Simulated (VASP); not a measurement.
Al3InAs4, 8 atoms in the cell. The structure is cubic, space group P-43m (No. 215). Conventional cell: a = 6.024 Å, b = 6.024 Å, c = 6.024 Å, α = 90.00°, β = 90.00°, γ = 90.00°. Al (site symmetry -42m) has 4 As at 2.57 Å within 3.4 Å. In (site symmetry -43m) has 4 As at 2.72 Å within 3.6 Å. Within 3.4 Å of As (site symmetry 3m) lie 3 Al at 2.57 Å and 1 In at 2.72 Å.  This cell differs from its parent crystal: volume scaled by 1.10.

| Property | Result |
| --- | --- |
| Program | VASP 6.6.1 |
| Task | relaxation of the atoms |
| Functional | PBE |
| Potentials or basis | VASP PAW PBE potentials, release 64 (Al, In_d, As) |
| Cutoff | 520 eV |
| k mesh | 6 × 6 × 6 |
| Occupations | gaussian, width 0.02 eV |
| Spin | no spin polarisation |
| Dipole correction | no |
| Further INCAR settings | ALGO = Normal; EDIFF = 1e-06; IBRION = 2; EDIFFG = -0.01; NSW = 50 |

Potentials or basis: VASP PAW PBE potentials, release 64 (Al, In_d, As).

Run with:

```console
$ cat potpaw_PBE.64/Al/POTCAR potpaw_PBE.64/In_d/POTCAR potpaw_PBE.64/As/POTCAR > POTCAR
$ mpirun -np 1 vasp_std > vasp.out
```

Hardware: 1 thread of Oxide Virtual Turin-like Processor, with other jobs on the host.

Problem. Estimate the wall time of this run.

Solution. It took 5.5 min on 1 thread of Oxide Virtual Turin-like Processor, on a shared host, peak memory 0.36 GiB. Counts: scf iterations 20, k points 20, ion steps 3.
